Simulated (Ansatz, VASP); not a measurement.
# One calculation of Rh, two programs

Contents of INCAR:

```
ALGO = Fast
EDIFF = 1E-7
ENCUT = 520
GGA = PE
ISIF = 2
ISMEAR = 0
LASPH = True
LCHARG = False
LREAL = False
LWAVE = False
NBANDS = 14
NELM = 100
PREC = Accurate
SIGMA = 0.15
```

File KPOINTS:

```
k-points
0
Gamma
  20 20 20
```

Contents of POSCAR:

```
Rh
1.0
   -0.2872578633      1.9661843218      1.9150524221
    1.9661843218     -0.2872578633      1.9150524221
    1.6789264585      1.6789264585      0.0000000000
Rh
1
Direct
    0.0000000000      0.0000000000      0.0000000000
```

Input for Ansatz:

```yaml
crystal:
  lattice:
    - [-0.2872578633, 1.9661843218, 1.9150524221]
    - [1.9661843218, -0.2872578633, 1.9150524221]
    - [1.6789264585, 1.6789264585, 0.0]
  atoms:
    - { symbol: Rh, position: [0.0, 0.0, 0.0] }
basis:
  ecutwfc: 420
kpoints:
  mp_grid: { grid: [20, 20, 20] }
hamiltonian:
  xc: pbe
  pseudopotentials: { kind: paw, azcp: { folder: soft_1 } }
scf:
  occupations: { method: gaussian, width: 0.15 }
output:
  forces: true
  stress: true
  eigenvalues: true
```

Change from the starting cell: engineering shear strain xy -0.3000, equal normal strain along x and y +0.0267.

Alike in both runs: task single point; functional PBE; k mesh 20 × 20 × 20; occupations gaussian, width 0.15 eV; no spin polarisation.

|  | VASP | Ansatz |
| --- | --- | --- |
| version | VASP 6.6.1 | Ansatz 0.2.0 |
| potentials or method | VASP PAW PBE potentials, release 64 (Rh_pv), cutoff 520 eV | scalar-relativistic, plane waves, PAW |
| valence electrons in the cell | 15 | 17 |

```csv
,VASP,Ansatz,Ansatz less VASP
gap on the k mesh at the Fermi level (eV),none,none,-
pressure (GPa),12.2,12.1,-0.13
"traceless stress, the component that is largest in VASP (GPa)",40.58,40.35,-0.235
```

A gap of «none» marks a metal or a gap that the smearing closes. VASP's potentials hold 15 valence electrons a cell and Ansatz's 17, so a difference there can come from the potentials and not from the codes.
